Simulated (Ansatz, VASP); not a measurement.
# One calculation of InP, two programs

INCAR

```
SYSTEM = InP
ALGO = Normal
EDIFF = 1E-6
ENCUT = 500
GGA = CA
GGA_COMPAT = .False.
ISIF = 2
ISMEAR = 0
LASPH = .True.
LCHARG = .False.
LREAL = .False.
LWAVE = .False.
NBANDS = 16
NELM = 120
PREC = Accurate
SIGMA = 0.05
```

KPOINTS

```
k-points
0
Gamma
  8 8 8
  0 0 0
```

POSCAR

```
InP
1.0
    0.0000000000      2.6706097414      2.6706097414
    2.6706097414      0.0000000000      2.6706097414
    2.6706097414      2.6706097414      0.0000000000
In P
1 1
Direct
    0.0000000000      0.0000000000      0.0000000000
    0.5000000000      0.5000000000      0.5000000000
```

Input for Ansatz:

```yaml
crystal:
  lattice:
    - [0.0, 2.6706097414, 2.6706097414]
    - [2.6706097414, 0.0, 2.6706097414]
    - [2.6706097414, 2.6706097414, 0.0]
  atoms:
    - { symbol: In, position: [0.0, 0.0, 0.0] }
    - { symbol: P, position: [0.5, 0.5, 0.5] }
basis:
  ecutwfc: 420
  ecutrho_ratio: 4
kpoints:
  mp_grid: { grid: [8, 8, 8] }
hamiltonian:
  xc: lda
scf:
  occupations: { method: gaussian, width: 0.05 }
output:
  forces: true
  stress: true
  eigenvalues: true
```

Alike in both runs: task single point; functional LDA; k mesh 8 × 8 × 8; occupations gaussian, width 0.05 eV; no spin polarisation.

|  | VASP | Ansatz |
| --- | --- | --- |
| version | VASP 6.6.1 | Ansatz 0.2.0 |
| potentials or method | VASP PAW LDA potentials, release 64 (In_d, P), cutoff 500 eV | scalar-relativistic, plane waves, PAW |
| valence electrons in the cell | 18 | 18 |

|  | VASP | Ansatz | Ansatz less VASP |
| --- | --- | --- | --- |
| gap on the k mesh at the Fermi level (eV) | none | none | - |
| pressure (GPa) | 4.1 | 4.0 | -0.11 |

LDA's correlation is that of Perdew and Zunger in VASP and of Perdew and Wang (1992) in Ansatz. A gap of «none» marks a metal or a gap that the smearing closes.
